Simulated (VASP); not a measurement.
A run of VASP 6.6.1:

File POSCAR:

```
ZnS
1.0
    0.0000000000      2.7046500000      2.7046500000
    2.5018012500      0.0000000000      2.7046500000
    2.5018012500      2.7046500000      0.0000000000
Zn S
1 1
Direct
    0.0000000000      0.0000000000      0.0000000000
    0.7500000000      0.7500000000      0.7500000000
```

Contents of INCAR.step1:

```
ALGO = Normal
EDIFF = 1E-4
ENCUT = 520
GGA = PE
ISMEAR = 0
LASPH = T
LCHARG = F
LREAL = F
LWAVE = T
NBANDS = 16
NELM = 100
PREC = Accurate
SIGMA = 0.05
```

The input INCAR.step2:

```
ALGO = Normal
EDIFF = 1E-7
ENCUT = 520
ISIF = 2
ISMEAR = 0
ISTART = 1
LASPH = T
LCHARG = F
LMIXTAU = T
LREAL = F
LWAVE = F
METAGGA = R2SCAN
NBANDS = 16
NELM = 100
PREC = Accurate
SIGMA = 0.05
```

Contents of KPOINTS:

```
k-points
0
Gamma
  8 8 8
```

Potentials or basis: VASP PAW PBE potentials, release 64 (Zn, S).

The run is started by

```sh
$ cat potpaw_PBE.64/Zn/POTCAR potpaw_PBE.64/S/POTCAR > POTCAR
$ cp INCAR.step1 INCAR
$ mpirun -np 1 vasp_std > vasp.out
$ cp INCAR.step2 INCAR
$ mpirun -np 1 vasp_std > vasp.out
```

Hardware: 1 thread of Intel Xeon 8259CL (shared host).

**Question.** Estimate the wall time of this run.

**Answer.** Wall time 4.5 min on 1 thread of Intel Xeon 8259CL, on a shared host, peak memory 0.18 GiB. Counts: k points 59.
